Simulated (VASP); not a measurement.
# Ag (I4/mmm) in VASP: notebook, part 2 of 2

VASP 6.6.1. The steps go on from the part before.

## (3) Electric field gradients, PBE (equal xx and yy strain of -3 %)

File INCAR:

```
PREC = Accurate ; ENCUT = 400
EDIFF = 1E-8 ; ISMEAR = -1
SIGMA = 0.05 ; LREAL = False
LASPH = True ; NELM = 120
ALGO = Normal ; ISIF = 2
LWAVE = False ; LCHARG = False
GGA = PE ; LEFG = True
NBANDS = 12 ; GGA_COMPAT = False
```

File KPOINTS:

```
regular mesh
0
Gamma
  15 15 15
```

File POSCAR:

```
Ag
1.0
    0.0000000000      1.9818070000      2.0431000000
    1.9818070000      0.0000000000      2.0431000000
    1.9818070000      1.9818070000      0.0000000000
Ag
1
Direct
    0.0000000000      0.0000000000      0.0000000000
```

Potentials or basis: VASP PAW PBE potentials, release 64 (Ag).

On the command line:

```bash
$ cat potpaw_PBE.64/Ag/POTCAR > POTCAR
$ mpirun -np 1 vasp_std > vasp.out
```

OUTCAR:

```text
PREC = Accurate
   ENCUT = 400
   EDIFF = 1E-8
   ISMEAR = -1
   LREAL = False
   LASPH = True
   NELM = 120
   ISIF = 2
   GGA = PE

 ion  position               nearest neighbor table
   1  0.000  0.000  0.000-

  LATTYP: Found a body centered tetragonal cell.
 ALAT       =     2.8026983374
 C/A-ratio  =     1.4579521262

  Lattice vectors:

 A1 = (  -1.9818070000,   0.0000000000,   2.0431000000)
 A2 = (   1.9818070000,   0.0000000000,   2.0431000000)
 A3 = (   0.0000000000,   1.9818070000,  -2.0431000000)

Analysis of symmetry for initial positions (statically):
=====================================================================
 Subroutine PRICEL returns:
 Original cell was already a primitive cell.

 Routine SETGRP: Setting up the symmetry group for a
 body centered tetragonal supercell.

 Subroutine GETGRP returns: Found 16 space group operations
 (whereof 16 operations were pure point group operations)
 out of a pool of 16 trial point group operations.

The static configuration has the point symmetry D_4h.

Analysis of symmetry for dynamics (positions and initial velocities):
=====================================================================
 Subroutine PRICEL returns:
 Original cell was already a primitive cell.

 Routine SETGRP: Setting up the symmetry group for a
 body centered tetragonal supercell.

 Subroutine GETGRP returns: Found 16 space group operations
 (whereof 16 operations were pure point group operations)
 out of a pool of 16 trial point group operations.

The dynamic configuration has the point symmetry D_4h.

 Subroutine INISYM returns: Found 16 space group operations
[... 160 lines left out ...]
     10      29.5470      0.00000
     11      34.3459      0.00000
     12      35.7876      0.00000
[... 331 lines left out ...]
 k-point    24 :       0.2000    0.1333    0.0000
  band No.  band energies     occupation
      1       2.2257      2.00000
      2       3.7260      2.00000
      3       4.6608      2.00000
      4       4.7643      2.00000
      5       5.0725      2.00000
      6       5.6988      2.00000
      7      24.9995      0.00000
      8      26.3722      0.00000
      9      27.1668      0.00000
     10      28.2705      0.00000
     11      32.0756      0.00000
     12      35.4218      0.00000

 [... further k-points ...]

------------------------ aborting loop because EDIFF is reached ----------------------------------------

  FORCE on cell =-STRESS in cart. coord.  units (eV):
  Direction    XX          YY          ZZ          XY          YZ          ZX
  --------------------------------------------------------------------------------------
  -------------------------------------------------------------------------------------
  Total        1.2909662      1.2909662      1.1609750      0.0000000      0.0000000     -0.0000000
  in kB      128.8792869    128.8792869    115.9020468      0.0000000      0.0000000     -0.0000000
  external PRESSURE =     124.5535402 kB  Pullay stress =       0.0000000 kB

 VOLUME and BASIS-vectors are now :
 -----------------------------------------------------------------------------
  energy-cutoff  :      400.00
  volume of cell :       16.05
      direct lattice vectors                 reciprocal lattice vectors
     0.000000000  1.981807000  2.043100000    -0.252295001  0.252295001  0.244726151
     1.981807000  0.000000000  2.043100000     0.252295001 -0.252295001  0.244726151
     1.981807000  1.981807000  0.000000000     0.252295001  0.252295001 -0.244726151

 POSITION                                       TOTAL-FORCE (eV/Angst)
 -----------------------------------------------------------------------------------
      0.00000      0.00000      0.00000         0.000000      0.000000     -0.000000
 -----------------------------------------------------------------------------------
    total drift:                                0.000000     -0.000000      0.000000

  FREE ENERGIE OF THE ION-ELECTRON SYSTEM (eV)
  ---------------------------------------------------
  free  energy   TOTEN  =        -2.6508673149 eV

  energy  without entropy=       -2.6477271763  energy(sigma->0) =       -2.64929725

 Electric field gradients (V/A^2)
---------------------------------------------------------------------
 ion       V_xx      V_yy      V_zz      V_xy      V_xz      V_yz
---------------------------------------------------------------------
   1      -0.582    -0.582     1.164     0.001    -0.000    -0.000
---------------------------------------------------------------------

 Electric field gradients after diagonalization (V/A^2)
 (convention: |V_zz| > |V_xx| > |V_yy|)
----------------------------------------------------------------------
 ion       V_xx      V_yy      V_zz     asymmetry (V_yy - V_xx)/ V_zz
----------------------------------------------------------------------
   1      -0.583    -0.582     1.164       0.001
----------------------------------------------------------------------

           NMR quadrupolar parameters

 Cq : quadrupolar parameter    Cq=e*Q*V_zz/h
 eta: asymmetry parameters     (V_yy - V_xx)/ V_zz
 Q  : nuclear electric quadrupole moment in mb (millibarn)
----------------------------------------------------------------------
 ion       Cq(MHz)       eta       Q (mb)
----------------------------------------------------------------------
   1       0.003       0.001       1.000
----------------------------------------------------------------------
```

Wall time 54 s (1 thread of Intel Xeon 8259CL, shared host); peak memory 0.15 GiB.

What came out:

| Quantity | Value |
| --- | --- |
| Free energy | -2.6509 eV |
| Pressure | 12.5 GPa |
| Band gap on the k mesh | zero (an odd number of electrons rules out a gap without spin polarisation) |
| Largest electric field gradient by atom | Ag +1.2 V/Å² |

Stress tensor (GPa, compression positive):
```
12.89  0.00  0.00
 0.00 12.89  0.00
 0.00  0.00 11.59
```

Electric field gradients, principal values (V/Å²):
```tsv
atom	least	middle	greatest (by size)
1 Ag	-0.582	-0.583	1.164
```

Caveat: the cell differs from its parent crystal (equal xx and yy strain of -3 %); the cell stands under pressure; without QUAD_EFG the Cq values of the log hold for a quadrupole moment of 1 mb, not for the nuclei.

## (4) Electric field gradients, PBE (equal xx and yy strain of -1 %)

File INCAR:

```
ALGO = Normal
EDIFF = 1E-8
ENCUT = 400
GGA = PE
GGA_COMPAT = False
ISIF = 2
ISMEAR = -1
LASPH = True
LCHARG = False
LEFG = True
LREAL = False
LWAVE = False
NBANDS = 12
NELM = 120
PREC = Accurate
SIGMA = 0.05
```

File KPOINTS:

```
k-points
0
Gamma
  15 15 15
```

File POSCAR:

```
Ag
1.0
    0.0000000000      2.0226690000      2.0431000000
    2.0226690000      0.0000000000      2.0431000000
    2.0226690000      2.0226690000      0.0000000000
Ag
1
Direct
    0.0000000000      0.0000000000      0.0000000000
```

Potentials or basis: VASP PAW PBE potentials, release 64 (Ag).

On the command line:

```bash
$ cat potpaw_PBE.64/Ag/POTCAR > POTCAR
$ mpirun -np 1 vasp_std > vasp.out
```

OUTCAR:

```text
EDIFF = 1E-8
   ENCUT = 400
   GGA = PE
   ISIF = 2
   ISMEAR = -1
   LASPH = True
   LREAL = False
   NELM = 120
   PREC = Accurate

 ion  position               nearest neighbor table
   1  0.000  0.000  0.000-

  LATTYP: Found a body centered tetragonal cell.
 ALAT       =     2.8604859320
 C/A-ratio  =     1.4284985479

  Lattice vectors:

 A1 = (  -2.0226690000,   0.0000000000,   2.0431000000)
 A2 = (   2.0226690000,   0.0000000000,   2.0431000000)
 A3 = (   0.0000000000,   2.0226690000,  -2.0431000000)

Analysis of symmetry for initial positions (statically):
=====================================================================
 Subroutine PRICEL returns:
 Original cell was already a primitive cell.

 Routine SETGRP: Setting up the symmetry group for a
[... 542 lines left out ...]
  external PRESSURE =      65.2249161 kB  Pullay stress =       0.0000000 kB

 VOLUME and BASIS-vectors are now :
 -----------------------------------------------------------------------------
  energy-cutoff  :      400.00
  volume of cell :       16.72
      direct lattice vectors                 reciprocal lattice vectors
     0.000000000  2.022669000  2.043100000    -0.247198133  0.247198133  0.244726151
     2.022669000  0.000000000  2.043100000     0.247198133 -0.247198133  0.244726151
     2.022669000  2.022669000  0.000000000     0.247198133  0.247198133 -0.244726151

 POSITION                                       TOTAL-FORCE (eV/Angst)
 -----------------------------------------------------------------------------------
      0.00000      0.00000      0.00000         0.000000      0.000000      0.000000
 -----------------------------------------------------------------------------------
    total drift:                                0.000000     -0.000000      0.000000

  FREE ENERGIE OF THE ION-ELECTRON SYSTEM (eV)
  ---------------------------------------------------
  free  energy   TOTEN  =        -2.6928090031 eV

  energy  without entropy=       -2.6894308033  energy(sigma->0) =       -2.69111990

 Electric field gradients (V/A^2)
---------------------------------------------------------------------
 ion       V_xx      V_yy      V_zz      V_xy      V_xz      V_yz
---------------------------------------------------------------------
   1       0.146     0.146    -0.292    -0.001    -0.001    -0.001
---------------------------------------------------------------------

 Electric field gradients after diagonalization (V/A^2)
 (convention: |V_zz| > |V_xx| > |V_yy|)
----------------------------------------------------------------------
 ion       V_xx      V_yy      V_zz     asymmetry (V_yy - V_xx)/ V_zz
----------------------------------------------------------------------
   1       0.148     0.145    -0.292       0.009
----------------------------------------------------------------------

           NMR quadrupolar parameters

 Cq : quadrupolar parameter    Cq=e*Q*V_zz/h
 eta: asymmetry parameters     (V_yy - V_xx)/ V_zz
 Q  : nuclear electric quadrupole moment in mb (millibarn)
----------------------------------------------------------------------
 ion       Cq(MHz)       eta       Q (mb)
----------------------------------------------------------------------
   1      -0.001       0.009       1.000
----------------------------------------------------------------------
```

OSZICAR:

```text
N       E                     dE             d eps       ncg     rms          rms(c)
DAV:   1     0.425260979512E+02    0.42526E+02   -0.46754E+03  7196   0.662E+02
DAV:   2    -0.233341982246E+01   -0.44860E+02   -0.42377E+02  8172   0.170E+02
DAV:   3    -0.295545345742E+01   -0.62203E+00   -0.62177E+00  8064   0.210E+01
DAV:   4    -0.295740385157E+01   -0.19504E-02   -0.19503E-02  8052   0.124E+00
DAV:   5    -0.295741933813E+01   -0.15487E-04   -0.15486E-04  8104   0.968E-02    0.551E+00
DAV:   6    -0.270527864820E+01    0.25214E+00   -0.96518E-01  7516   0.881E+00    0.352E+00
DAV:   7    -0.269598369221E+01    0.92950E-02   -0.10966E-02  8064   0.970E-01    0.197E+00
DAV:   8    -0.269279712320E+01    0.31866E-02   -0.68292E-04  7848   0.182E-01    0.996E-02
DAV:   9    -0.269280438928E+01   -0.72661E-05   -0.97329E-06  8096   0.242E-02    0.264E-02
DAV:  10    -0.269280950589E+01   -0.51166E-05   -0.40023E-06  7964   0.181E-02    0.686E-03
DAV:  11    -0.269280904640E+01    0.45950E-06   -0.11371E-07  8168   0.279E-03    0.678E-04
DAV:  12    -0.269280900198E+01    0.44414E-07   -0.34928E-09  5196   0.531E-04    0.377E-05
DAV:  13    -0.269280900312E+01   -0.11437E-08   -0.96606E-11  4240   0.971E-05
   1 F= -.26928090E+01 E0= -.26911199E+01  d E =-.337820E-02
```

Run time: 56 s. Hardware: 1 thread of Intel Xeon 8259CL, shared host; peak memory 0.15 GiB.

What came out:

* Free energy: -2.6928 eV
* Pressure: 6.5 GPa
* Band gap on the k mesh: zero (an odd number of electrons rules out a gap without spin polarisation)
* Largest electric field gradient by atom: Ag -0.29 V/Å²

Stress tensor (GPa, compression positive):
```
6.58 0.00 0.00
0.00 6.58 0.00
0.00 0.00 6.40
```

Caveat: the cell differs from its parent crystal (equal xx and yy strain of -1 %); the cell stands under pressure; without QUAD_EFG the Cq values of the log hold for a quadrupole moment of 1 mb, not for the nuclei.
